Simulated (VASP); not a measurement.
# TiAsS3 (R3c) in VASP: single point with PBE

Aim: the single point of TiAsS3 with PBE.

All numbers are computed with VASP 6.6.1; they aren't measurements. Logs are shortened: lines on timing, memory, paths and dates and some standing lists are left out, and cuts for length are marked.

## (1) The cell of the first run

Symmetry: R3c, No. 161, trigonal system. Conventional cell: a = 6.274 Å, b = 6.274 Å, c = 17.345 Å, α = 90.00°, β = 90.00°, γ = 120.00°. Ti (site symmetry 3) has 6 S at 2.43 to 2.52 Å within 3.2 Å. Within 3.5 Å of As (site symmetry 3) lie 6 S at 2.54 to 2.64 Å and 1 Ti at 3.43 Å. Within 3.2 Å of S (site symmetry 1) lie 2 Ti at 2.43 to 2.52 Å and 2 As at 2.54 to 2.64 Å.

## (2) Single point, PBE, collinear spin

INCAR

```
SYSTEM = TiAsS3
PREC = Accurate
ENCUT = 500
EDIFF = 1E-6
ISMEAR = 0
SIGMA = 0.1
LREAL = .False.
LASPH = .True.
NELM = 200
ALGO = Normal
ISIF = 2
LWAVE = .False.
LCHARG = .True.
ISPIN = 2
MAGMOM = 0.72 0.72 0 0 0 0 0 0 0 0
LORBIT = 11
LMAXMIX = 4
GGA = PE
LELF = .True.
LVHAR = .True.
NBANDS = 50
GGA_COMPAT = .False.
```

KPOINTS

```
Automatic mesh
0
Gamma
  3 3 3
  0 0 0
```

POSCAR

```
TiAsS3
1.0
    3.1370216567      1.8111602980      5.7817087806
   -3.1370216567      1.8111602980      5.7817087806
    0.0000000000     -3.6223205959      5.7817087806
Ti As S
2 2 6
Direct
    0.4894590201      0.4894590201      0.4894590201
    0.9894590201      0.9894590201      0.9894590201
    0.2919246970      0.2919246970      0.2919246970
    0.7919246970      0.7919246970      0.7919246970
    0.6021741501      0.2141934270      0.8712487058
    0.2141934270      0.8712487058      0.6021741501
    0.8712487058      0.6021741501      0.2141934270
    0.7141934270      0.1021741501      0.3712487058
    0.1021741501      0.3712487058      0.7141934270
    0.3712487058      0.7141934270      0.1021741501
```

Potentials or basis: VASP PAW PBE potentials, release 64 (Ti_sv, As, S).

Launch:

```sh
cat potpaw_PBE.64/Ti_sv/POTCAR potpaw_PBE.64/As/POTCAR potpaw_PBE.64/S/POTCAR > POTCAR
mpirun -np 1 vasp_std > vasp.out
```

OUTCAR:

```text
SYSTEM = TiAsS3
   PREC = Accurate
   ENCUT = 500
   EDIFF = 1E-6
   ISMEAR = 0
   LREAL = .False.
   LASPH = .True.
   NELM = 200
   ISIF = 2
   ISPIN = 2
   LORBIT = 11
   GGA = PE

 ion  position               nearest neighbor table
   1  0.489  0.489  0.489-   6 2.43   5 2.43   7 2.43   8 2.52  10 2.52   9 2.52
   2  0.989  0.989  0.989-  10 2.43   8 2.43   9 2.43   5 2.52   6 2.52   7 2.52
   3  0.292  0.292  0.292-   7 2.54   5 2.54   6 2.54   8 2.64   9 2.64  10 2.64
   4  0.792  0.792  0.792-   9 2.54   8 2.54  10 2.54   5 2.64   7 2.64   6 2.64
   5  0.602  0.214  0.871-   1 2.43   2 2.52   3 2.54   4 2.64
   6  0.214  0.871  0.602-   1 2.43   2 2.52   3 2.54   4 2.64
   7  0.871  0.602  0.214-   1 2.43   2 2.52   3 2.54   4 2.64
   8  0.714  0.102  0.371-   2 2.43   1 2.52   4 2.54   3 2.64
   9  0.102  0.371  0.714-   2 2.43   1 2.52   4 2.54   3 2.64
  10  0.371  0.714  0.102-   2 2.43   1 2.52   4 2.54   3 2.64

  LATTYP: Found a trigonal (rhomboedric) cell.
 ALAT       =     6.8227093536
 COS(alpha) =     0.5771841221

  Lattice vectors:

 A1 = (   3.1370216567,   1.8111602980,   5.7817087806)
 A2 = (  -3.1370216567,   1.8111602980,   5.7817087806)
 A3 = (   0.0000000000,  -3.6223205959,   5.7817087806)

Analysis of symmetry for initial positions (statically):
=====================================================================
 Subroutine PRICEL returns:
 Original cell was already a primitive cell.

 Routine SETGRP: Setting up the symmetry group for a
 trigonal (rhombohedral) supercell.

 Subroutine GETGRP returns: Found  6 space group operations
 (whereof  3 operations were pure point group operations)
 out of a pool of 12 trial point group operations.

The static configuration has the point symmetry C_3 .
 The point group associated with its full space group is C_3v.

Analysis of symmetry for dynamics (positions and initial velocities):
=====================================================================
 Subroutine PRICEL returns:
 Original cell was already a primitive cell.

 Routine SETGRP: Setting up the symmetry group for a
 trigonal (rhombohedral) supercell.

 Subroutine GETGRP returns: Found  6 space group operations
 (whereof  3 operations were pure point group operations)
 out of a pool of 12 trial point group operations.

The dynamic configuration has the point symmetry C_3 .
 The point group associated with its full space group is C_3v.

Analysis of structural, dynamic, and magnetic symmetry:
=====================================================================
 Subroutine PRICEL returns:
 Original cell was already a primitive cell.

 Routine SETGRP: Setting up the symmetry group for a
 trigonal (rhombohedral) supercell.

 Subroutine GETGRP returns: Found  6 space group operations
 (whereof  3 operations were pure point group operations)
 out of a pool of 12 trial point group operations.

The overall configuration has the point symmetry C_3 .
 The point group associated with its full space group is C_3v.

 Subroutine INISYM returns: Found  6 space group operations
 (whereof  3 operations are pure point group operations),
 and found     1 'primitive' translations

----------------------------------------------------------------------------------------

                                     Primitive cell

  volume of cell :     197.0978

  direct lattice vectors                    reciprocal lattice vectors
     3.137021657  1.811160298  5.781708781     0.159386850  0.092022041  0.057653083
    -3.137021657  1.811160298  5.781708781    -0.159386850  0.092022041  0.057653083
     0.000000000 -3.622320596  5.781708781     0.000000000 -0.184044081  0.057653083

  length of vectors
     6.822709354  6.822709354  6.822709354     0.192862909  0.192862909  0.192862909

  position of ions in fractional coordinates (direct lattice)
     0.489459020  0.489459020  0.489459020
     0.989459020  0.989459020  0.989459020
     0.291924697  0.291924697  0.291924697
     0.791924697  0.791924697  0.791924697
[... 60 lines left out ...]
   NGX,Y,Z   is equivalent  to a cutoff of  12.18, 12.18, 12.18 a.u.
   NGXF,Y,Z  is equivalent  to a cutoff of  24.37, 24.37, 24.37 a.u.
 SYSTEM =  TiAsS3
   PREC   = accura    normal or accurate (medium, high low for compatibility)
   ISTART =      0    job   : 0-new  1-cont  2-samecut
   ICHARG =      2    charge: 1-file 2-atom 10-const
   ISPIN  =      2    spin polarized calculation?
   LNONCOLLINEAR =      F non collinear calculations
   LSORBIT =      F    spin-orbit coupling
   LASPH  =      T    aspherical Exc in radial PAW
   ENCUT  =  500.0 eV  36.75 Ry    6.06 a.u.  12.44 12.44 12.44*2*pi/ulx,y,z
   NELM   =    200;   NELMIN=  2; NELMDL= -5     # of ELM steps
   EDIFF  = 0.1E-05   stopping-criterion for ELM
   LREAL  =      F    real-space projection
   EDIFFG = 0.1E-04   stopping-criterion for IOM
   NSW    =      0    number of steps for IOM
   IBRION =     -1    ionic relax: 0-MD 1-quasi-New 2-CG
   NFREE  =      0    steps in history (QN), initial steepest desc. (CG)
   ISIF   =      2    stress and relaxation
   ISYM   =      2    0-nonsym 1-usesym 2-fastsym
   POTIM  = 0.5000    time-step for ionic-motion
   TEBEG  =    0.0;   TEEND  =   0.0 temperature during run
   PSTRESS=    0.0 pullay stress
   NELECT =      70.0000    total number of electrons
   NUPDOWN=      -1.0000    fix difference up-down
   EMIN   =  10.00;   EMAX   =-10.00  energy-range for DOS
   EFERMI =   0.00;   METHOD = LEGACY
   ISMEAR =     0;   SIGMA  =   0.10  broadening in eV -4-tet -1-fermi 0-gaus
   EFERMI_NEDOS =   21; number of points for ismear=-14 and -15
   IALGO  =     38    algorithm
   IMIX   =      4    mixing-type and parameters
     AMIX     =   0.40;   BMIX     =  1.00
     AMIX_MAG =   1.60;   BMIX_MAG =  1.00
  volume/ion in A,a.u.               =      19.71       133.01
  Fermi-wavevector in a.u.,A,eV,Ry     =   1.159347  2.190849 18.287402  1.344086
  Thomas-Fermi vector in A             =   2.295941
   LORBIT       =     11    0 simple, 1 ext, 2 COOP (PROOUT), +10 PAW based schemes
   GGA     = PE    functional components
   LHFCALC =     F    Hartree Fock is set to
   AEXX    =    0.0000 exact exchange contribution
   IVDW    =     0    specifies the selected vdW correction
   LEPSILON=     F    determine dielectric tensor
   LRPA    =     F    only Hartree local field effects (RPA)
 spin polarized calculation
 Gauss-broadening in eV      SIGMA  =   0.10
  energy-cutoff  :      500.00
  volume of cell :      197.10
 maximum number of plane-waves:      5043
 NGX is ok and might be reduce to    50
   NGX = 25   NGY = 25   NGZ = 25

 number of electron      70.0000002 magnetization       0.5971524

 Free energy of the ion-electron system (eV)
  ---------------------------------------------------
  ext. energy  EPLUGINS =         0.00000000
  ---------------------------------------------------
  free energy    TOTEN  =       -55.93247434 eV

  energy without entropy =      -55.89917565  energy(sigma->0) =      -55.91582500

 E-fermi :   6.0612     XC(G=0):  -9.9917

 val. band max:        6.0217571231   @ k =   0.3333  -0.0000   0.0000
 cond. band min:       6.1203404304   @ k =   0.3333   0.3333   0.0000
 fundamental gap:      0.0985833073
 Fermi energy:         6.0611839277

 spin component 1

 k-point     1 :       0.0000    0.0000    0.0000
  band No.  band energies     occupation
      1     -51.9510      1.00000
      2     -51.9507      1.00000
      3     -28.2568      1.00000
      4     -28.2512      1.00000
      5     -28.1860      1.00000
      6     -28.1860      1.00000
[... 289 lines left out ...]
     46       8.3945      0.00000
     47       8.8727      0.00000
 Fermi energy:         6.0611839277

 spin component 2

 k-point     1 :       0.0000    0.0000    0.0000
  band No.  band energies     occupation
      1     -51.6837      1.00000
      2     -51.6834      1.00000
      3     -27.9575      1.00000
      4     -27.9516      1.00000
      5     -27.9342      1.00000
      6     -27.9342      1.00000
[... 289 lines left out ...]
     46       8.4520      0.00000
     47       8.9719      0.00000
 [bands above 47 left out]

------------------------ aborting loop because EDIFF is reached ----------------------------------------

  FORCE on cell =-STRESS in cart. coord.  units (eV):
  Direction    XX          YY          ZZ          XY          YZ          ZX
  --------------------------------------------------------------------------------------
  -------------------------------------------------------------------------------------
  Total       -0.1214775     -0.1214775     -0.0599137     -0.0000000     -0.0000000      0.0000000
  in kB       -0.9874717     -0.9874717     -0.4870290     -0.0000000     -0.0000000      0.0000000
  external PRESSURE =      -0.8206575 kB  Pullay stress =       0.0000000 kB

 VOLUME and BASIS-vectors are now :
 -----------------------------------------------------------------------------
  energy-cutoff  :      500.00
  volume of cell :      197.10
      direct lattice vectors                 reciprocal lattice vectors
     3.137021657  1.811160298  5.781708781     0.159386850  0.092022041  0.057653083
    -3.137021657  1.811160298  5.781708781    -0.159386850  0.092022041  0.057653083
     0.000000000 -3.622320596  5.781708781     0.000000000 -0.184044081  0.057653083

 POSITION                                       TOTAL-FORCE (eV/Angst)
 -----------------------------------------------------------------------------------
      0.00000      0.00000      8.48973        -0.000000     -0.000000     -0.119751
      0.00000      0.00000     17.16229        -0.000000     -0.000000     -0.119751
      0.00000      0.00000      5.06347        -0.000000      0.000000      0.124643
      0.00000      0.00000     13.73603        -0.000000      0.000000      0.124643
      1.21710     -1.67737      9.75731        -0.039256      0.021105     -0.001630
     -2.06120     -0.21536      9.75731         0.037906      0.023444     -0.001630
      0.84409      1.89273      9.75731         0.001350     -0.044550     -0.001630
      1.91992      0.13379      6.86645         0.039256      0.021105     -0.001630
     -0.84409     -1.72959      6.86645        -0.001350     -0.044550     -0.001630
     -1.07583      1.59580      6.86645        -0.037906      0.023444     -0.001630
 -----------------------------------------------------------------------------------
    total drift:                               -0.000000      0.000000      0.002223

  FREE ENERGIE OF THE ION-ELECTRON SYSTEM (eV)
  ---------------------------------------------------
  free  energy   TOTEN  =       -55.9324743392 eV

  energy  without entropy=      -55.8991756546  energy(sigma->0) =      -55.91582500

 total charge

# of ion       s       p       d       tot
------------------------------------------
    1        2.170   6.142   1.845  10.157
    2        2.170   6.142   1.845  10.157
    3        1.401   1.056   0.079   2.536
    4        1.401   1.056   0.079   2.536
    5        1.349   2.357   0.000   3.706
    6        1.349   2.357   0.000   3.706
    7        1.349   2.357   0.000   3.706
    8        1.349   2.357   0.000   3.706
    9        1.349   2.357   0.000   3.706
   10        1.349   2.357   0.000   3.706
--------------------------------------------------
tot         15.232  28.540   3.849  47.621

 magnetization (x)

# of ion       s       p       d       tot
------------------------------------------
    1        0.003   0.003   0.279   0.286
    2        0.003   0.003   0.279   0.286
    3       -0.002   0.011   0.001   0.010
    4       -0.002   0.011   0.001   0.010
    5       -0.001  -0.014   0.000  -0.015
    6       -0.001  -0.014   0.000  -0.015
    7       -0.001  -0.014   0.000  -0.015
    8       -0.001  -0.014   0.000  -0.015
    9       -0.001  -0.014   0.000  -0.015
   10       -0.001  -0.014   0.000  -0.015
--------------------------------------------------
tot         -0.004  -0.053   0.560   0.504
```

It took 8.6 min on 1 thread of Intel Xeon 6975P-C (Granite Rapids), shared host; peak memory 0.49 GiB.

What came out:

```yaml
Free_energy: -55.9325 eV
Pressure: -0.1 GPa
Largest_force: 0.125 eV/Å
Net_moment: 0.60 μB per cell
Site_moments: Ti +0.29; As +0.01; S -0.01 μB
Valence_electrons_inside_the_program's_atomic_spheres: Ti 10.16; As 2.54; S 3.71
```

Forces in eV/Å, atoms in the order of the input:
```
Ti   0.000  0.000 -0.120
Ti   0.000  0.000 -0.120
As   0.000  0.000  0.125
As   0.000  0.000  0.125
S   -0.039  0.021 -0.002
S    0.038  0.023 -0.002
S    0.001 -0.045 -0.002
S    0.039  0.021 -0.002
S   -0.001 -0.045 -0.002
S   -0.038  0.023 -0.002
```

Levels at points of the mesh, in eV from the Fermi level:
Spin up:
```csv
k point,band 31,band 32,band 33,band 34,band 35,band 36,band 37,band 38,band 39,band 40
"(0.00, 0.00, 0.00)",-1.65,-1.65,-1.39,-0.89,-0.38,-0.38,0.06,0.23,0.23,0.58
```
Spin down:
| k point | band 31 | band 32 | band 33 | band 34 | band 35 | band 36 | band 37 | band 38 | band 39 | band 40 |
| --- | --- | --- | --- | --- | --- | --- | --- | --- | --- | --- |
| (0.00, 0.00, 0.00) | -1.66 | -1.66 | -1.35 | -0.82 | -0.21 | -0.21 | 0.36 | 0.47 | 0.47 | 0.73 |

Caveat: the k points lie up to 0.40 Å⁻¹ apart; a moment this small can come from the mesh or the smearing.
